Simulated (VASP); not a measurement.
TlO2, 3 atoms in the cell. The structure is trigonal, space group P-3m1 (No. 164). Conventional cell: a = 3.506 Å, b = 3.506 Å, c = 4.000 Å, α = 90.00°, β = 90.00°, γ = 120.00°. Within 3.0 Å of Tl (site symmetry -3m) lie 6 O at 2.28 Å. Within 3.0 Å of O (site symmetry 3m) lie 3 Tl at 2.28 Å and 6 O at 2.78 to 2.92 Å. 

- Program: VASP 6.6.1
- Task: single point
- Functional: PBE
- Potentials or basis: VASP PAW PBE potentials, release 64 (Tl_d, O)
- Cutoff: 520 eV
- k mesh: 6 × 6 × 6
- Occupations: gaussian, width 0.1 eV
- Spin: no spin polarisation
- Dipole correction: no
- Further INCAR settings: ALGO = Normal; EDIFF = 1e-07; NBANDS = 20

Potentials or basis: VASP PAW PBE potentials, release 64 (Tl_d, O).

Command:

```console
$ cat potpaw_PBE.64/Tl_d/POTCAR potpaw_PBE.64/O/POTCAR > POTCAR
$ mpirun -np 1 vasp_std > vasp.out
```

Hardware: 1 thread of Intel Xeon 6975P-C (shared host).

Problem. Estimate the wall time of this run.

Solution. It took 25 s on 1 thread of Intel Xeon 6975P-C (shared host), peak memory 0.18 GiB. Counts: scf iterations 15, k points 34.
